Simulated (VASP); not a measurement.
TiO2: single point with PBE+U

The system is TiO2.

```
Ti O
1.0
     0.00000   -3.78420    0.00000
     3.78420    0.00000    0.00000
    -1.89210    1.89210    4.75730
Ti O
2 4
Direct
  0.00000 0.00000 0.00000
  0.75000 0.25000 0.50000
  0.20810 0.20810 0.41620
  0.95810 0.45810 0.91620
  0.54190 0.04190 0.08380
  0.79190 0.79190 0.58380
```

```json
{
  "Program": "VASP 6.6.1",
  "Task": "single point",
  "Functional": "PBE",
  "Potentials or basis": "VASP PAW PBE potentials, release 64 (Ti_sv, O_h)",
  "Cutoff": "910 eV",
  "k mesh": "8 × 8 × 8",
  "Occupations": "gaussian, width 0.05 eV",
  "Spin": "no spin polarisation",
  "Hubbard terms": "Ti d U = 4.0 eV",
  "Dipole correction": "no",
  "k mesh for the DOS": "12 × 12 × 12",
  "Occupations for the DOS": "tetrahedron",
  "Further INCAR settings": "ALGO = Normal; EDIFF = 1e-06"
}
```

The valence electrons inside the program's atomic spheres are Ti 10.17; O 3.41.

Levels at points of the mesh, in eV from the valence-band top:
```tsv
k point	band 22	band 23	band 24	band 25	band 26	band 27
(0.00, 0.00, 0.00)	-0.75	-0.49	-0.49	2.68	3.46	4.45
(0.50, 0.00, 0.00)	-0.97	-0.90	-0.69	3.79	4.02	4.04
(0.50, 0.50, 0.00)	-2.06	-0.05	-0.05	3.90	3.90	4.32
(0.00, 0.00, 0.50)	-1.30	-0.16	-0.16	3.06	3.06	4.36
```

Eigenvalues of the final occupation matrices:
| site | spin | trace | eigenvalues |
| --- | --- | --- | --- |
| site 1 d | 1 | 0.82 | 0.10 0.10 0.11 0.25 0.25 |
| site 1 d | 2 | 0.82 | 0.10 0.10 0.11 0.25 0.25 |
| site 2 d | 1 | 0.82 | 0.10 0.10 0.11 0.25 0.25 |
| site 2 d | 2 | 0.82 | 0.10 0.10 0.11 0.25 0.25 |

Wall time 13 min on 1 thread of Intel(R) Xeon(R) Platinum 8488C (Sapphire Rapids), on a shared host, peak memory 0.68 GiB.
